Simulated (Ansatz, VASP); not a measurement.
Two plane-wave programs on CdSe

INCAR

```
ALGO = Normal ; EDIFF = 1E-6
ENCUT = 520 ; GGA = PE
ISIF = 2 ; ISMEAR = 0
LASPH = T ; LCHARG = F
LREAL = F ; LWAVE = F
NBANDS = 16 ; NELM = 80
PREC = Accurate ; SIGMA = 0.02
```

KPOINTS

```
k-points
0
Gamma
  10 10 10
```

Contents of POSCAR:

```
CdSe
1.0
    0.0000000000      3.0351639285      3.0351639285
    3.0351639285      0.0000000000      3.0351639285
    3.0351639285      3.0351639285      0.0000000000
Cd Se
1 1
Direct
    0.0000000000      0.0000000000      0.0000000000
    0.2500000000      0.2500000000      0.2500000000
```

Input for Ansatz:

```yaml
crystal:
  lattice:
    - [0.0, 3.0351639285, 3.0351639285]
    - [3.0351639285, 0.0, 3.0351639285]
    - [3.0351639285, 3.0351639285, 0.0]
  atoms:
    - { symbol: Cd, position: [0.0, 0.0, 0.0] }
    - { symbol: Se, position: [0.25, 0.25, 0.25] }
basis:
  ecutwfc: 420
kpoints:
  mp_grid: { grid: [10, 10, 10] }
hamiltonian:
  xc: pbe
scf:
  occupations: { method: gaussian, width: 0.02 }
output:
  forces: true
  stress: true
  eigenvalues: true
```

Alike in both runs: task single point; functional PBE; k mesh 10 × 10 × 10; occupations gaussian, width 0.02 eV; no spin polarisation.

|  | VASP | Ansatz |
| --- | --- | --- |
| version | VASP 6.6.1 | Ansatz 0.2.0 |
| potentials or method | VASP PAW PBE potentials, release 64 (Cd, Se), cutoff 520 eV | scalar-relativistic, plane waves, PAW |
| valence electrons in the cell | 18 | 36 |

```tsv
	VASP	Ansatz	Ansatz less VASP
gap on the k mesh at the Fermi level (eV)	0.62	0.62	0.000
least direct gap on the mesh (eV)	0.62	0.62	0.000
pressure (GPa)	3.5	3.2	-0.34
```

The functional is the same, so the differences come from potentials, cutoffs and numerics. VASP's potentials hold 18 valence electrons a cell and Ansatz's 36, so a difference there can come from the potentials and not from the codes.
